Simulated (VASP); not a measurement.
# Mg in VASP: single point with r2SCAN

Aim: the single point of Mg with r2SCAN.

Program: VASP 6.6.1. These are calculated values, not measurements. Logs are shortened: lines on timing, memory, paths and dates and some standing lists are left out, and cuts for length are marked.

## 1. The cell of the first run

The cell holds a atom, 1 atom: a = 14.000 Å, b = 14.400 Å, c = 14.800 Å, α = 90.00°, β = 90.00°, γ = 90.00°.

## 2. Single point, r2SCAN, collinear spin, ferromagnetic start

POSCAR

```
Mg
1.0
   14.0000000000      0.0000000000      0.0000000000
    0.0000000000     14.4000000000      0.0000000000
    0.0000000000      0.0000000000     14.8000000000
Mg
1
Direct
    0.5000000000      0.5000000000      0.5000000000
```

INCAR.step1

```
ALGO = Normal
EDIFF = 1E-4
ENCUT = 520
GGA = PE
ISMEAR = -1
ISPIN = 2
ISYM = 0
LASPH = T
LCHARG = F
LREAL = F
LWAVE = T
MAGMOM = 0.01
NBANDS = 11
NELM = 150
PREC = Accurate
SIGMA = 0.01
```

INCAR.step2

```
ALGO = Normal
EDIFF = 1E-6
ENCUT = 520
ISIF = 2
ISMEAR = -1
ISPIN = 2
ISTART = 1
ISYM = 0
LASPH = T
LCHARG = F
LMIXTAU = T
LORBIT = 11
LREAL = F
LWAVE = F
MAGMOM = 0.01
METAGGA = R2SCAN
NBANDS = 11
NELM = 150
PREC = Accurate
SIGMA = 0.01
```

KPOINTS

```
k-points
0
Gamma
  1 1 1
```

Potentials or basis: VASP PAW PBE potentials, release 64 (Mg).

On the command line:

```console
$ cat potpaw_PBE.64/Mg/POTCAR > POTCAR
$ cp INCAR.step1 INCAR
$ mpirun -np 1 vasp_gam > vasp.out
$ cp INCAR.step2 INCAR
$ mpirun -np 1 vasp_gam > vasp.out
```

OUTCAR:

```text
EDIFF = 1E-6
   ENCUT = 520
   ISIF = 2
   ISMEAR = -1
   ISPIN = 2
   ISTART = 1
   ISYM = 0
   LASPH = T
   LORBIT = 11
   LREAL = F
   METAGGA = R2SCAN
   NELM = 150
   PREC = Accurate

 ion  position               nearest neighbor table
   1  0.500  0.500  0.500-

IMPORTANT INFORMATION: All symmetrisations will be switched off!
NOSYMM: (Re-)initialisation of all symmetry stuff for point group C_1.

----------------------------------------------------------------------------------------

                                     Primitive cell

  volume of cell :    2983.6800

  direct lattice vectors                    reciprocal lattice vectors
    14.000000000  0.000000000  0.000000000     0.071428571  0.000000000  0.000000000
     0.000000000 14.400000000  0.000000000     0.000000000  0.069444444  0.000000000
     0.000000000  0.000000000 14.800000000     0.000000000  0.000000000  0.067567568

  length of vectors
    14.000000000 14.400000000 14.800000000     0.071428571  0.069444444  0.067567568

  position of ions in fractional coordinates (direct lattice)
     0.500000000  0.500000000  0.500000000

  ion indices of the primitive-cell ions
   primitive index   ion index
                 1           1

----------------------------------------------------------------------------------------

 KPOINTS: k-points

Automatic generation of k-mesh.
 Grid dimensions read from file:
 generate k-points for:    1    1    1

 Generating k-lattice:

  Cartesian coordinates                     Fractional coordinates (reciprocal lattice)
     0.071428571  0.000000000  0.000000000     1.000000000  0.000000000  0.000000000
     0.000000000  0.069444444  0.000000000     0.000000000  1.000000000  0.000000000
     0.000000000  0.000000000  0.067567568     0.000000000  0.000000000  1.000000000

  Length of vectors
     0.071428571  0.069444444  0.067567568

  Shift w.r.t. Gamma in fractional coordinates (k-lattice)
     0.000000000  0.000000000  0.000000000

 Subroutine IBZKPT returns following result:
 ===========================================

 Found      1 irreducible k-points:

 Following reciprocal coordinates:
            Coordinates               Weight
  0.000000  0.000000  0.000000      1.000000
   k-points           NKPTS =      1   k-points in BZ     NKDIM =      1   number of bands    NBANDS=     11
   number of dos      NEDOS =    301   number of ions     NIONS =      1
   total plane-waves  NPLWV = ******
   dimension x,y,z NGX =   108 NGY =  108 NGZ =  112
   dimension x,y,z NGXF=   216 NGYF=  216 NGZF=  224
   ions per type =               1
   NGX,Y,Z   is equivalent  to a cutoff of  12.82, 12.47, 12.58 a.u.
   NGXF,Y,Z  is equivalent  to a cutoff of  25.65, 24.94, 25.16 a.u.
 SYSTEM =  unknown system
   PREC   = accura    normal or accurate (medium, high low for compatibility)
   ISTART =      1    job   : 0-new  1-cont  2-samecut
   ICHARG =      0    charge: 1-file 2-atom 10-const
   ISPIN  =      2    spin polarized calculation?
   LNONCOLLINEAR =      F non collinear calculations
   LSORBIT =      F    spin-orbit coupling
   LASPH  =      T    aspherical Exc in radial PAW
   ENCUT  =  520.0 eV  38.22 Ry    6.18 a.u.  26.03 26.77 27.52*2*pi/ulx,y,z
   NELM   =    150;   NELMIN=  2; NELMDL=  0     # of ELM steps
   EDIFF  = 0.1E-05   stopping-criterion for ELM
   LREAL  =      F    real-space projection
   EDIFFG = 0.1E-04   stopping-criterion for IOM
   NSW    =      0    number of steps for IOM
   IBRION =     -1    ionic relax: 0-MD 1-quasi-New 2-CG
   NFREE  =      0    steps in history (QN), initial steepest desc. (CG)
   ISIF   =      2    stress and relaxation
   ISYM   =      0    0-nonsym 1-usesym 2-fastsym
   POTIM  = 0.5000    time-step for ionic-motion
   TEBEG  =    0.0;   TEEND  =   0.0 temperature during run
   PSTRESS=    0.0 pullay stress
   NELECT =       2.0000    total number of electrons
   NUPDOWN=      -1.0000    fix difference up-down
   EMIN   =  10.00;   EMAX   =-10.00  energy-range for DOS
   EFERMI =   0.00;   METHOD = LEGACY
   ISMEAR =    -1;   SIGMA  =   0.01  broadening in eV -4-tet -1-fermi 0-gaus
   EFERMI_NEDOS =   21; number of points for ismear=-14 and -15
   IALGO  =     38    algorithm
   IMIX   =      4    mixing-type and parameters
     AMIX     =   0.40;   BMIX     =  1.00
     AMIX_MAG =   1.60;   BMIX_MAG =  1.00
  volume/ion in A,a.u.               =    2983.68     20134.87
  Fermi-wavevector in a.u.,A,eV,Ry     =   0.143274  0.270749  0.279293  0.020527
  Thomas-Fermi vector in A             =   0.807119
   LORBIT       =     11    0 simple, 1 ext, 2 COOP (PROOUT), +10 PAW based schemes
   METAGGA = R2SCAN    functional components
   LHFCALC =     F    Hartree Fock is set to
   AEXX    =    0.0000 exact exchange contribution
   IVDW    =     0    specifies the selected vdW correction
   LEPSILON=     F    determine dielectric tensor
   LRPA    =     F    only Hartree local field effects (RPA)
 spin polarized calculation
  energy-cutoff  :      520.00
  volume of cell :     2983.68
 maximum number of plane-waves:     40220
 NGX is ok and might be reduce to   108
   NGX = 53   NGY = 53   NGZ = 55

 number of electron       2.0000000 magnetization       0.0020705

 Free energy of the ion-electron system (eV)
  ---------------------------------------------------
  ext. energy  EPLUGINS =         0.00000000
  ---------------------------------------------------
  free energy    TOTEN  =        -2.43620728 eV

  energy without entropy =       -2.43620728  energy(sigma->0) =       -2.43620728

 E-fermi :  -4.5060     XC(G=0):   0.0302

 val. band max:       -4.7567054691   @ k =   0.0000   0.0000   0.0000
 cond. band min:      -1.1218153174   @ k =   0.0000   0.0000   0.0000
 fundamental gap:      3.6348901517
 Fermi energy:        -4.5060211369

 spin component 1

 k-point     1 :       0.0000    0.0000    0.0000
  band No.  band energies     occupation
      1      -4.7567      1.00000
      2      -1.0857      0.00000
      3      -1.0857      0.00000
      4      -1.0852      0.00000
      5       0.3050      0.00000
      6       0.9804      0.00000
      7       1.0225      0.00000
      8       1.0742      0.00000
      9       1.1084      0.00000
     10       1.1446      0.00000
     11       1.2601      0.00000
 Fermi energy:        -4.5060211369

 spin component 2

 k-point     1 :       0.0000    0.0000    0.0000
  band No.  band energies     occupation
      1      -4.7567      1.00000
      2      -1.1218      0.00000
      3      -1.1191      0.00000
      4      -1.1190      0.00000
      5       0.0498      0.00000
      6       0.6907      0.00000
      7       0.7337      0.00000
      8       0.7979      0.00000
      9       0.8388      0.00000
     10       0.8819      0.00000
     11       0.9004      0.00000

------------------------ aborting loop because EDIFF is reached ----------------------------------------

  FORCE on cell =-STRESS in cart. coord.  units (eV):
  Direction    XX          YY          ZZ          XY          YZ          ZX
  --------------------------------------------------------------------------------------
  -------------------------------------------------------------------------------------
  Total       -0.0096873     -0.0098100     -0.0096781     -0.0000000     -0.0000003     -0.0000014
  in kB       -0.0052019     -0.0052678     -0.0051970     -0.0000000     -0.0000002     -0.0000008
  external PRESSURE =      -0.0052222 kB  Pullay stress =       0.0000000 kB

 VOLUME and BASIS-vectors are now :
 -----------------------------------------------------------------------------
  energy-cutoff  :      520.00
  volume of cell :     2983.68
      direct lattice vectors                 reciprocal lattice vectors
    14.000000000  0.000000000  0.000000000     0.071428571  0.000000000  0.000000000
     0.000000000 14.400000000  0.000000000     0.000000000  0.069444444  0.000000000
     0.000000000  0.000000000 14.800000000     0.000000000  0.000000000  0.067567568

 POSITION                                       TOTAL-FORCE (eV/Angst)
 -----------------------------------------------------------------------------------
      7.00000      7.20000      7.40000        -0.000003     -0.000000      0.000001
 -----------------------------------------------------------------------------------
    total drift:                               -0.000003     -0.000000      0.000001

  FREE ENERGIE OF THE ION-ELECTRON SYSTEM (eV)
  ---------------------------------------------------
  free  energy   TOTEN  =        -2.4362072777 eV

  energy  without entropy=       -2.4362072777  energy(sigma->0) =       -2.43620728

 total charge

# of ion       s       p       d       tot
------------------------------------------
    1        0.350   0.000   0.000   0.350

 magnetization (x)

# of ion       s       p       d       tot
------------------------------------------
    1        0.000   0.000  -0.000   0.000
```

It took 9.5 min on 1 thread of Intel Xeon 6975P-C (Granite Rapids), shared host; peak memory 3.6 GiB.

Results:

| Quantity | Value |
| --- | --- |
| Free energy | -2.4362 eV |
| Pressure | 0.0 GPa |
| Band gap on the k mesh | 3.63 eV |
| Net moment | 0.00 μB per cell |
| Valence electrons inside the program's atomic spheres | Mg 0.35 |

Caveat: the PAW data sets were made with another functional, which shifts forces and pressure a little.
